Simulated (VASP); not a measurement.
# HfO2 in VASP: single point with PBE

Aim: the single point of HfO2 with PBE.

Program: VASP 6.6.1. These are calculated values, not measurements. Logs are shortened: lines on timing, memory, paths and dates and some standing lists are left out, and cuts for length are marked.

### 1 The cell of the first run

The typed cell holds 18 atoms: a = 5.903 Å, b = 6.342 Å, c = 5.848 Å, α = 97.80°, β = 90.00°, γ = 90.00°.

### 2 Single point, PBE

INCAR reads:

```
SYSTEM = HfO2
ALGO = Normal ; EDIFF = 1E-7
ENCUT = 520 ; GGA = PE
ISIF = 2 ; ISMEAR = 0
LASPH = .True. ; LCHARG = .False.
LREAL = Auto ; LWAVE = .False.
NBANDS = 81 ; NELM = 80
PREC = Accurate ; SIGMA = 0.02
```

KPOINTS reads:

```
k-points
0
Gamma
  3 3 3
  0 0 0
```

POSCAR reads:

```
HfO2
1.0
    5.9029970000      0.0028260000     -0.0026930000
   -0.0028500000      6.3276670000     -0.4273680000
    0.0028340000     -0.4015910000      5.8346220000
Hf O
6 12
Direct
    0.2662144822      0.2560222202      0.8797713587
    0.7662180470      0.0114774407      0.8084182953
    0.6725250568      0.5986567613      0.0875292098
    0.4168705806      0.0434140842      0.3632484252
    0.9168496850      0.2240677157      0.3249393575
    0.1725199196      0.6688325371      0.6006136576
    0.1696878382      0.0516456131      0.1263637958
    0.0252196996      0.9713052840      0.5647198417
    0.6696832785      0.2158477147      0.5618135906
    0.8689630998      0.6985941809      0.8210232386
    0.4215254468      0.9712919882      0.7291542717
    0.2024844278      0.3249325516      0.5299588950
    0.9091673780      0.5520941521      0.3417423337
    0.7024951680      0.9425437337      0.1582260043
    0.9215077433      0.2962143455      0.9590276550
    0.4091717512      0.7153980459      0.3464336226
    0.3689624381      0.5688979963      0.8671354693
    0.5252197691      0.2961838193      0.1234617351
```

Potentials or basis: VASP PAW PBE potentials, release 64 (Hf_pv, O).

Launch:

```bash
$ cat potpaw_PBE.64/Hf_pv/POTCAR potpaw_PBE.64/O/POTCAR > POTCAR
$ mpirun -np 1 vasp_std > vasp.out
```

OUTCAR:

```text
SYSTEM = HfO2
   EDIFF = 1E-7
   ENCUT = 520
   GGA = PE
   ISIF = 2
   ISMEAR = 0
   LASPH = .True.
   LREAL = Auto
   NELM = 80
   PREC = Accurate

 ion  position               nearest neighbor table
   1  0.266  0.256  0.880-  18 2.08  17 2.09  15 2.09  11 2.11   7 2.14  12 2.18   8 2.79   4 3.26
                             6 3.31   2 3.33   2 3.33   5 3.35   3 3.35   4 3.41   5 3.83
   2  0.766  0.011  0.808-   8 2.08  10 2.09  11 2.09  15 2.11   9 2.14  14 2.18  18 2.79   5 3.26
                             3 3.31   1 3.33   1 3.33   4 3.35   6 3.35   5 3.41   4 3.83
   3  0.673  0.599  0.088-  13 2.09  10 2.11  18 2.14  14 2.17  17 2.20  16 2.23  15 2.45   5 3.25
                             2 3.31   1 3.35   4 3.41
   4  0.417  0.043  0.363-   7 2.02  16 2.07   9 2.10  14 2.12  11 2.25  12 2.30  18 2.36   8 2.66
                             5 3.18   5 3.19   6 3.25   1 3.26   2 3.35   3 3.41   1 3.41   2 3.83
   5  0.917  0.224  0.325-   9 2.02  13 2.07   7 2.10  12 2.12  15 2.25  14 2.30   8 2.36  18 2.66
                             4 3.18   4 3.19   3 3.25   2 3.26   1 3.35   6 3.41   2 3.41   1 3.83
   6  0.173  0.669  0.601-  16 2.09  17 2.11   8 2.14  12 2.17  10 2.20  13 2.23  11 2.45   4 3.25
                             1 3.31   2 3.35   5 3.41
   7  0.170  0.052  0.126-   4 2.02   5 2.10   1 2.14
   8  0.025  0.971  0.565-   2 2.08   6 2.14   5 2.36   4 2.66   1 2.79
   9  0.670  0.216  0.562-   5 2.02   4 2.10   2 2.14
  10  0.869  0.699  0.821-   2 2.09   3 2.11   6 2.20
  11  0.422  0.971  0.729-   2 2.09   1 2.11   4 2.25   6 2.45
  12  0.202  0.325  0.530-   5 2.12   6 2.17   1 2.18   4 2.30
  13  0.909  0.552  0.342-   5 2.07   3 2.09   6 2.23
  14  0.702  0.943  0.158-   4 2.12   3 2.17   2 2.18   5 2.30
  15  0.922  0.296  0.959-   1 2.09   2 2.11   5 2.25   3 2.45
  16  0.409  0.715  0.346-   4 2.07   6 2.09   3 2.23
  17  0.369  0.569  0.867-   1 2.09   6 2.11   3 2.20
  18  0.525  0.296  0.123-   1 2.08   3 2.14   4 2.36   5 2.66   2 2.79

  LATTYP: Found a triclinic cell.
 ALAT       =     8.6644000778
 B/A-ratio  =     0.6812933657
 C/A-ratio  =     0.9258883736
 COS(alpha) =     0.0000441535
 COS(beta)  =     0.5062636192
 COS(gamma) =     0.6813365626

  Lattice vectors:

 A1 = (  -5.9001470000,  -6.3304930000,   0.4300610000)
 A2 = (  -5.9029970000,  -0.0028260000,   0.0026930000)
 A3 = (   0.0000160000,  -5.9260760000,  -5.4072540000)

Analysis of symmetry for initial positions (statically):
=====================================================================
 Subroutine PRICEL returns:
 Original cell was already a primitive cell.

 Routine SETGRP: Setting up the symmetry group for a
 triclinic supercell.

 Subroutine GETGRP returns: Found  1 space group operations
 (whereof  1 operations were pure point group operations)
 out of a pool of  2 trial point group operations.

The static configuration has the point symmetry C_1 .

Analysis of symmetry for dynamics (positions and initial velocities):
=====================================================================
 Subroutine PRICEL returns:
 Original cell was already a primitive cell.

 Routine SETGRP: Setting up the symmetry group for a
 triclinic supercell.

 Subroutine GETGRP returns: Found  1 space group operations
 (whereof  1 operations were pure point group operations)
 out of a pool of  2 trial point group operations.

The dynamic configuration has the point symmetry C_1 .

 Subroutine INISYM returns: Found  1 space group operations
 (whereof  1 operations are pure point group operations),
 and found     1 'primitive' translations

----------------------------------------------------------------------------------------

                                     Primitive cell

  volume of cell :     216.9229

  direct lattice vectors                    reciprocal lattice vectors
     5.902997000  0.002826000 -0.002693000     0.169405404  0.000071074 -0.000077392
    -0.002850000  6.327667000 -0.427368000    -0.000071026  0.158774190  0.010928298
     0.002834000 -0.401591000  5.834622000     0.000072988  0.011629751  0.172191137

  length of vectors
     5.902998291  6.342083348  5.848426904     0.169405436  0.159149854  0.172583441

  position of ions in fractional coordinates (direct lattice)
     0.266214482  0.256022220  0.879771359
     0.766218047  0.011477441  0.808418295
     0.672525057  0.598656761  0.087529210
     0.416870581  0.043414084  0.363248425
[... 47 lines left out ...]
     0.056468468  0.000023691 -0.000025797     0.333333333 -0.000000000  0.000000000
    -0.000023675  0.052924730  0.003642766     0.000000000  0.333333333 -0.000000000
     0.000024329  0.003876584  0.057397046    -0.000000000  0.000000000  0.333333333

  Length of vectors
     0.056468479  0.053049951  0.057527814

  Shift w.r.t. Gamma in fractional coordinates (k-lattice)
     0.000000000  0.000000000  0.000000000

 Subroutine IBZKPT returns following result:
 ===========================================

 Found     14 irreducible k-points:

 Following reciprocal coordinates:
            Coordinates               Weight
  0.000000  0.000000  0.000000      1.000000
  0.333333 -0.000000  0.000000      2.000000
  0.000000  0.333333  0.000000      2.000000
  0.333333  0.333333  0.000000      2.000000
 -0.333333  0.333333  0.000000      2.000000
  0.000000 -0.000000  0.333333      2.000000
  0.333333 -0.000000  0.333333      2.000000
 -0.333333 -0.000000  0.333333      2.000000
  0.000000  0.333333  0.333333      2.000000
  0.333333  0.333333  0.333333      2.000000
 -0.333333  0.333333  0.333333      2.000000
  0.000000 -0.333333  0.333333      2.000000
  0.333333 -0.333333  0.333333      2.000000
 -0.333333 -0.333333  0.333333      2.000000
   k-points           NKPTS =     14   k-points in BZ     NKDIM =     14   number of bands    NBANDS=     81
   number of dos      NEDOS =    301   number of ions     NIONS =     18
   total plane-waves  NPLWV = 110592
   dimension x,y,z NGX =    48 NGY =   48 NGZ =   48
   dimension x,y,z NGXF=    96 NGYF=   96 NGZF=   96
   ions per type =               6  12
   NGX,Y,Z   is equivalent  to a cutoff of  13.52, 12.58, 13.64 a.u.
   NGXF,Y,Z  is equivalent  to a cutoff of  27.04, 25.16, 27.29 a.u.
 SYSTEM =  HfO2
   PREC   = accura    normal or accurate (medium, high low for compatibility)
   ISTART =      0    job   : 0-new  1-cont  2-samecut
   ICHARG =      2    charge: 1-file 2-atom 10-const
   ISPIN  =      1    spin polarized calculation?
   LNONCOLLINEAR =      F non collinear calculations
   LSORBIT =      F    spin-orbit coupling
   LASPH  =      T    aspherical Exc in radial PAW
   ENCUT  =  520.0 eV  38.22 Ry    6.18 a.u.  10.98 11.79 10.87*2*pi/ulx,y,z
   NELM   =     80;   NELMIN=  2; NELMDL= -5     # of ELM steps
   EDIFF  = 0.1E-06   stopping-criterion for ELM
   LREAL  =      T    real-space projection
   EDIFFG = 0.1E-05   stopping-criterion for IOM
   NSW    =      0    number of steps for IOM
   IBRION =     -1    ionic relax: 0-MD 1-quasi-New 2-CG
   NFREE  =      0    steps in history (QN), initial steepest desc. (CG)
   ISIF   =      2    stress and relaxation
   ISYM   =      2    0-nonsym 1-usesym 2-fastsym
   POTIM  = 0.5000    time-step for ionic-motion
   TEBEG  =    0.0;   TEEND  =   0.0 temperature during run
   PSTRESS=    0.0 pullay stress
   NELECT =     132.0000    total number of electrons
   NUPDOWN=      -1.0000    fix difference up-down
   EMIN   =  10.00;   EMAX   =-10.00  energy-range for DOS
   EFERMI =   0.00;   METHOD = LEGACY
   ISMEAR =     0;   SIGMA  =   0.02  broadening in eV -4-tet -1-fermi 0-gaus
   EFERMI_NEDOS =   21; number of points for ismear=-14 and -15
   IALGO  =     38    algorithm
   IMIX   =      4    mixing-type and parameters
     AMIX     =   0.40;   BMIX     =  1.00
     AMIX_MAG =   1.60;   BMIX_MAG =  1.00
  volume/ion in A,a.u.               =      12.05        81.33
  Fermi-wavevector in a.u.,A,eV,Ry     =   1.387281  2.621580 26.185058  1.924547
  Thomas-Fermi vector in A             =   2.511517
   LORBIT       =      0    0 simple, 1 ext, 2 COOP (PROOUT), +10 PAW based schemes
   GGA     = PE    functional components
   LHFCALC =     F    Hartree Fock is set to
   AEXX    =    0.0000 exact exchange contribution
   IVDW    =     0    specifies the selected vdW correction
   LEPSILON=     F    determine dielectric tensor
   LRPA    =     F    only Hartree local field effects (RPA)
 non-spin polarized calculation
 Gauss-broadening in eV      SIGMA  =   0.02
  energy-cutoff  :      520.00
  volume of cell :      216.92
 maximum number of plane-waves:      5857
 NGX is ok and might be reduce to    48
   NGX = 21   NGY = 23   NGZ = 21

 number of electron     132.0000022 magnetization

 Free energy of the ion-electron system (eV)
  ---------------------------------------------------
  ext. energy  EPLUGINS =         0.00000000
  ---------------------------------------------------
  free energy    TOTEN  =      -180.16371211 eV

  energy without entropy =     -180.16371211  energy(sigma->0) =     -180.16371211

 E-fermi :   2.7544     XC(G=0): -11.1541

 val. band max:        2.6647972674   @ k =   0.0000   0.3333   0.0000
 cond. band min:       6.5481917531   @ k =   0.0000   0.3333   0.0000
 fundamental gap:      3.8833944857
 Fermi energy:         2.7544405560

 k-point     1 :       0.0000    0.0000    0.0000
  band No.  band energies     occupation
      1     -27.1023      2.00000
      2     -27.0266      2.00000
      3     -27.0029      2.00000
      4     -26.9983      2.00000
      5     -26.9473      2.00000
      6     -26.9425      2.00000
[... 1123 lines left out ...]
     77       8.9126      0.00000
     78       9.1318      0.00000
 [bands above 78 left out]

------------------------ aborting loop because EDIFF is reached ----------------------------------------

  FORCE on cell =-STRESS in cart. coord.  units (eV):
  Direction    XX          YY          ZZ          XY          YZ          ZX
  --------------------------------------------------------------------------------------
  -------------------------------------------------------------------------------------
  Total       -3.8810620     -3.6418373     -3.7549442     -0.0020971      0.2031880     -0.0000617
  in kB      -28.6652470    -26.8983500    -27.7337500     -0.0154888      1.5007323     -0.0004557
  external PRESSURE =     -27.7657824 kB  Pullay stress =       0.0000000 kB

 VOLUME and BASIS-vectors are now :
 -----------------------------------------------------------------------------
  energy-cutoff  :      520.00
  volume of cell :      216.92
      direct lattice vectors                 reciprocal lattice vectors
     5.902997000  0.002826000 -0.002693000     0.169405404  0.000071074 -0.000077392
    -0.002850000  6.327667000 -0.427368000    -0.000071026  0.158774190  0.010928298
     0.002834000 -0.401591000  5.834622000     0.000072988  0.011629751  0.172191137

 POSITION                                       TOTAL-FORCE (eV/Angst)
 -----------------------------------------------------------------------------------
      1.57323      1.26747      5.02300         0.014413      0.003536      0.039300
      4.52524     -0.24986      4.70985         0.014745     -0.002729     -0.038172
      3.96846      3.75485      0.25304        -0.011373      0.010593      0.034404
      2.46169      0.13001      2.09974         0.026598     -0.020036     -0.002091
      5.41244      1.28992      1.79767         0.029535      0.024012      0.001390
      1.01818      3.99144      3.21805        -0.011358     -0.010875     -0.033097
[... 10 lines left out ...]
      2.17882      3.25261      4.81529        -0.018942     -0.070735     -0.028240
      3.09988      1.82606      0.59236        -0.008779      0.033394     -0.052089
 -----------------------------------------------------------------------------------
    total drift:                                0.007518     -0.007351     -0.003337

  FREE ENERGIE OF THE ION-ELECTRON SYSTEM (eV)
  ---------------------------------------------------
  free  energy   TOTEN  =      -180.1637121091 eV

  energy  without entropy=     -180.1637121091  energy(sigma->0) =     -180.16371211
```

Wall time 5.5 min (1 thread of Intel Xeon 6975P-C (Granite Rapids), shared host); peak memory 0.39 GiB.

Results:

```
Free energy            : -180.1637 eV
Pressure               : -2.8 GPa
Largest force          : 0.149 eV/Å
Band gap on the k mesh : 3.88 eV
```

Forces on the atoms (eV/Å):
```
Hf   0.014  0.004  0.039
Hf   0.015 -0.003 -0.038
Hf  -0.011  0.011  0.034
Hf   0.027 -0.020 -0.002
Hf   0.030  0.024  0.001
Hf  -0.011 -0.011 -0.033
O    0.040  0.123  0.070
O   -0.006 -0.032  0.052
O    0.041 -0.126 -0.068
O   -0.019  0.070  0.028
O    0.032  0.094 -0.038
O   -0.056 -0.013  0.014
O   -0.021 -0.084 -0.030
O   -0.056  0.009 -0.015
O    0.032 -0.092  0.039
O   -0.022  0.084  0.027
O   -0.019 -0.071 -0.028
O   -0.009  0.033 -0.052
```

Stress tensor (GPa, compression positive):
```
-2.87  0.00  0.00
 0.00 -2.69  0.15
 0.00  0.15 -2.77
```

Levels at points of the mesh, in eV from the valence-band top:
| k point | band 62 | band 63 | band 64 | band 65 | band 66 | band 67 | band 68 | band 69 | band 70 | band 71 |
| --- | --- | --- | --- | --- | --- | --- | --- | --- | --- | --- |
| (0.00, 0.00, 0.00) | -0.69 | -0.53 | -0.35 | -0.19 | -0.14 | 4.26 | 4.29 | 4.56 | 4.66 | 5.13 |

Caveat: the atoms stand as in a frame of molecular dynamics; spin-orbit coupling is left out, which moves the levels of the heavy elements.
